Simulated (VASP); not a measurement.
Hf3WO9, 26 atoms in the cell. The cell holds a disordered packing, 26 atoms: a = 7.036 Å, b = 7.080 Å, c = 7.171 Å, α = 92.04°, β = 90.47°, γ = 89.79°. 

```yaml
Program: VASP 6.6.1
Task: single point
Functional: PBE
Potentials_or_basis: VASP PAW PBE potentials, release 64 (W_sv, O, Hf_pv)
Cutoff: 520 eV
k_mesh: 1 × 1 × 1
Occupations: fermi-dirac, width 0.1034 eV
Spin: no spin polarisation
Dipole_correction: no
Further_INCAR_settings: LREAL = Auto; ALGO = Normal; EDIFF = 1e-06; NBANDS = 117; ISYM = 0
```

Potentials or basis: VASP PAW PBE potentials, release 64 (W_sv, O, Hf_pv).

Run with:

```sh
$ cat potpaw_PBE.64/W_sv/POTCAR potpaw_PBE.64/O/POTCAR potpaw_PBE.64/Hf_pv/POTCAR > POTCAR
$ mpirun -np 1 vasp_gam > vasp.out
```

Hardware: 1 thread of AMD EPYC 7R13 Processor (Zen 3) (shared host).

Q: How long does it take, and how much memory?

A: It took 74 s on 1 thread of AMD EPYC 7R13 Processor (Zen 3), on a shared host, peak memory 0.35 GiB. Counts: scf iterations 18, k points 1.
